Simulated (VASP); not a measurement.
# Li (a cell with a defect): single point with PBE+D3(BJ)

Li (a cell with a defect):

```
Li
1.0
     6.98000    0.00000    0.00000
     0.00000    6.98000    0.00000
     0.00000    0.00000    6.98000
Li
17
Cartesian
  -1.0404 0.1232 -0.0835
  0.6783 1.0033 2.0403
  1.4799 5.9932 0.5160
  1.4642 2.5340 3.7833
  2.5794 3.1877 1.1372
  4.4729 3.5659 -0.8719
  4.1310 -1.7591 1.2206
  3.1886 0.7667 1.9125
  -1.6819 -0.4145 3.6860
  2.4183 4.6905 3.9818
  1.6178 1.6725 6.0018
  4.3993 2.9864 3.6547
  6.4937 2.6528 1.4310
  6.4231 1.8692 5.1766
  0.8203 6.6061 4.2760
  6.0780 4.3627 3.8917
  3.4120 1.0562 5.1973
```

```
Program             : VASP 6.6.1
Task                : single point
Functional          : PBE
Dispersion          : D3(BJ)
Potentials or basis : VASP PAW PBE potentials, release 64 (Li_sv)
Cutoff              : 520 eV
k mesh              : 2 × 2 × 2
Occupations         : fermi-dirac, width 0.1 eV
Spin                : no spin polarisation
```

* Largest force: 1.510 eV/Å
* Band gap on the k mesh: zero (an odd number of electrons rules out a gap without spin polarisation)
* Dispersion energy per atom: -0.171 eV

Forces in eV/Å, atoms in the order of the input:
```
Li  -0.354 -0.243  0.044
Li  -0.017 -0.916  0.298
Li  -0.134 -0.433 -0.302
Li   0.050  0.119 -0.466
Li  -0.340 -0.064  0.036
Li  -0.068  0.149  0.185
Li   0.409  0.211  0.401
Li   0.526  0.080  0.137
Li  -0.513  0.634 -0.227
Li   0.458  0.469  0.045
Li  -0.434  0.325  1.409
Li  -0.600 -0.875 -0.902
Li  -0.752  1.015 -0.359
Li  -0.539  0.136 -0.253
Li   0.243  0.080  0.146
Li   1.082  0.105 -0.020
Li   0.984 -0.792 -0.171
```

Levels at points of the mesh, in eV from the Fermi level:
```tsv
k point	band 22	band 23	band 24	band 25	band 26	band 27	band 28	band 29
(0.00, 0.00, 0.00)	-1.14	-0.97	-0.85	0.31	0.40	0.58	0.64	0.95
(0.50, 0.00, 0.00)	-0.71	-0.59	-0.52	-0.45	-0.42	-0.30	0.96	1.13
(0.00, 0.50, 0.00)	-0.81	-0.66	-0.55	-0.39	-0.28	0.03	0.69	0.89
(0.00, 0.00, 0.50)	-0.74	-0.59	-0.45	-0.38	-0.36	-0.12	0.78	1.00
(0.50, 0.50, 0.00)	-0.68	-0.31	-0.19	-0.12	0.04	0.23	0.42	0.93
(0.00, 0.50, 0.50)	-0.60	-0.40	-0.31	-0.01	0.11	0.25	0.34	0.67
(0.50, 0.00, 0.50)	-0.38	-0.25	-0.21	-0.07	0.03	0.19	0.37	0.44
(0.50, 0.50, 0.50)	-1.62	-1.58	-1.42	-1.27	1.21	1.51	1.57	1.93
```

It took 110 s on 1 thread of Intel(R) Xeon(R) Platinum 8488C (Sapphire Rapids) (shared host), peak memory 0.37 GiB.

Caveat: the k points lie up to 0.45 Å⁻¹ apart, too coarse for converged energies and pressures of a metal; the atoms stand as in a frame of molecular dynamics.
